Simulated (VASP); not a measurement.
A run of VASP 6.6.1 is set up as follows.

INCAR

```
SYSTEM = F
PREC     = Accurate       ! precision mode
ENCUT    = 600            ! plane-wave cutoff, eV
EDIFF    = 1E-6           ! SCF threshold, eV
ISMEAR   = 0              ! smearing method
SIGMA    = 0.02           ! smearing width, eV
LREAL    = .FALSE.        ! projectors in reciprocal space
LASPH    = .TRUE.         ! aspherical terms in the spheres
NELM     = 100            ! most SCF steps
ALGO     = Normal         ! electronic algorithm
ISIF     = 4              ! what is computed and relaxed
LWAVE    = .FALSE.        ! write WAVECAR
LCHARG   = .FALSE.        ! write CHGCAR
GGA      = PE             ! functional
IVDW     = 12             ! dispersion correction
IBRION   = 2              ! ionic algorithm
NSW      = 50             ! ionic steps
EDIFFG   = -0.01          ! ionic threshold
```

File KPOINTS:

```
regular mesh
0
G
  8 8 4
  0 0 0
```

Contents of POSCAR:

```
F
1.0
    3.0309934081     -1.7339033791     -0.1418191398
    3.0309934081      1.7339033791     -0.1418191398
   -2.0653040146      0.0000000000      7.4113348667
F
4
Direct
    0.0736709194      0.0736709194      0.0933089308
    0.9263290806      0.9263290806      0.9066910692
    0.5018328815      0.5018328815      0.5935968932
    0.4981671185      0.4981671185      0.4064031068
```

Potentials or basis: VASP PAW PBE potentials, release 64 (F).

Run with:

```bash
$ cat potpaw_PBE.64/F/POTCAR > POTCAR
$ mpirun -np 1 vasp_std > vasp.out
```

(1) Predict the dispersion energy per atom.

(2) Estimate the band gap on the k mesh.

Answers

(1) -0.023 eV.

(2) 2.77 eV, indirect (least direct gap 2.83 eV).
